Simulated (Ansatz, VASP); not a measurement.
**Ti in VASP and in Ansatz**

File INCAR:

```
ALGO = Normal
EDIFF = 1E-8
ENCUT = 520
GGA = CA
ISIF = 2
ISMEAR = -1
LASPH = T
LCHARG = F
LEFG = T
LREAL = F
LWAVE = F
NBANDS = 12
NELM = 80
PREC = Accurate
SIGMA = 0.05
```

KPOINTS

```
k-points
0
Gamma
  14 14 14
```

POSCAR

```
Ti
1.0
    0.0000000000      2.0025642044      2.0025642044
    2.0025642044      0.0000000000      2.0025642044
    2.0025642044      2.0025642044      0.0000000000
Ti
1
Direct
    0.0000000000      0.0000000000      0.0000000000
```

Input for Ansatz:

```yaml
crystal:
  lattice:
    - [0.0, 2.0025642044, 2.0025642044]
    - [2.0025642044, 0.0, 2.0025642044]
    - [2.0025642044, 2.0025642044, 0.0]
  atoms:
    - { symbol: Ti, position: [0.0, 0.0, 0.0] }
kpoints:
  mp_grid: { grid: [14, 14, 14] }
scf:
  occupations: { method: fermi_dirac, width: 0.05 }
hamiltonian:
  xc: lda
  pseudopotentials: { kind: paw }
output:
  forces: true
  stress: true
  eigenvalues: true
  efg: { contact_densities: true }
```

Change from the starting cell: volume scaled by 0.96, PAW files.

Alike in both runs: task electric field gradients; functional LDA; k mesh 14 × 14 × 14; occupations fermi-dirac, width 0.05 eV; no spin polarisation.

```csv
,VASP,Ansatz
version,VASP 6.6.1,Ansatz 0.2.0
potentials or method,"VASP PAW LDA potentials, release 64 (Ti_sv)","PAW with Ansatz's default frozen-core files, scalar-relativistic"
plane-wave cutoff (eV),520,420
valence electrons in the cell,12,12
```

Ansatz gave:

- pressure (GPa): -0.3

Problem. What did VASP give for the same quantities?

Solution. Pressure (GPa): -0.5.

LDA's correlation is that of Perdew and Zunger in VASP and of Perdew and Wang (1992) in Ansatz.
